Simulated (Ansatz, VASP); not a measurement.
**Ti in VASP and in Ansatz**

The input INCAR:

```
SYSTEM = Ti
PREC = Accurate
ENCUT = 520
EDIFF = 1E-6
ISMEAR = -1
SIGMA = 0.1
LREAL = .FALSE.
LASPH = .TRUE.
NELM = 100
ALGO = Normal
ISIF = 2
LWAVE = .FALSE.
LCHARG = .FALSE.
GGA = B5
ALDAX = 1.0
AGGAX = 1.0
AGGAC = 1.0
ALDAC = 0.0
NBANDS = 19
```

Contents of KPOINTS:

```
Automatic mesh
0
G
  11 11 11
  0 0 0
```

File POSCAR:

```
Ti
1.0
    0.0000000000      2.9511657524      2.9511657524
    2.9511657524      0.0000000000      2.9511657524
    2.9511657524      2.9511657524      0.0000000000
Ti
2
Direct
    0.1250000000      0.1250000000      0.1250000000
    0.8750000000      0.8750000000      0.8750000000
```

Input for Ansatz:

```yaml
crystal:
  lattice:
    - [0.0, 2.9511657524, 2.9511657524]
    - [2.9511657524, 0.0, 2.9511657524]
    - [2.9511657524, 2.9511657524, 0.0]
  atoms:
    - { symbol: Ti, position: [0.125, 0.125, 0.125] }
    - { symbol: Ti, position: [0.875, 0.875, 0.875] }
hamiltonian:
  xc: blyp
  pseudopotentials:
    kind: paw
    azcp:
      Ti: "pseudopotentials/Ti.paw.azcp"
basis:
  ecutwfc: 420
  fft_grid_basis: typed
kpoints:
  mp_grid: { grid: [11, 11, 11], shift: [0, 0, 0] }
magnetization:
  spin_polarized: false
scf:
  occupations: { method: fermi_dirac, width: 0.1 }
  lower_state_search: "off"
output:
  stress: true
```

Alike in both runs: task single point; functional BLYP; k mesh 11 × 11 × 11; occupations fermi-dirac, width 0.1 eV; no spin polarisation.

|  | VASP | Ansatz |
| --- | --- | --- |
| version | VASP 6.6.1 | Ansatz 0.2.0 |
| potentials or method | VASP PAW PBE potentials, release 64 (Ti_sv), cutoff 520 eV | plane waves (420 eV) with PAW, scalar-relativistic |
| valence electrons in the cell | 24 | 24 |

```csv
,VASP,Ansatz,Ansatz less VASP
pressure (GPa),-0.9,-0.9,+0.04
```

VASP's potentials were made for PBE, not for BLYP.
